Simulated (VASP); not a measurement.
Here is a VASP 6.6.1 calculation.

INCAR

```
ALGO     = Normal         # electronic algorithm
EDIFF    = 1E-6           # SCF threshold, eV
ENCUT    = 520            # plane-wave cutoff, eV
GGA      = PS             # functional
ISIF     = 2              # what is computed and relaxed
ISMEAR   = 0              # smearing method
ISPIN    = 2              # spin polarisation
LASPH    = True           # aspherical terms in the spheres
LCHARG   = False          # write CHGCAR
LMAXMIX  = 4              # l up to which the mixer works
LORBIT   = 11             # projections on sites
LREAL    = False          # projectors in reciprocal space
LWAVE    = False          # write WAVECAR
MAGMOM   = 3 1            # initial moments
NBANDS   = 18             # bands
NELM     = 150            # most SCF steps
PREC     = Accurate       # precision mode
SIGMA    = 0.1            # smearing width, eV
```

File KPOINTS:

```
k-points
0
Gamma
  9 9 9
```

Contents of POSCAR:

```
CoO
1.0
    1.5054695445      0.8691832468      2.4399269062
   -1.5054695445      0.8691832468      2.4399269062
    0.0000000000     -1.7383664936      2.4399269062
Co O
1 1
Direct
    0.0000000000      0.0000000000      0.0000000000
    0.5000000000      0.5000000000      0.5000000000
```

Potentials or basis: VASP PAW PBE potentials, release 64 (Co, O).

Launch:

```console
$ cat potpaw_PBE.64/Co/POTCAR potpaw_PBE.64/O/POTCAR > POTCAR
$ mpirun -np 1 vasp_std > vasp.out
```

**Question.** What does it give for the net moment?

**Answer.** 2.90 μB per cell.

**Question.** What does it give for the pressure?

**Answer.** -9.9 GPa.

Stress tensor (GPa, compression positive):
```
 -9.79   0.00   0.00
  0.00  -9.79   0.00
  0.00   0.00 -10.20
```

Caveat: the cell stands under tension; the PAW data sets were made with another functional, which shifts forces and pressure a little; a cell with one magnetic atom can't hold antiferromagnetic order, which such compounds often take.
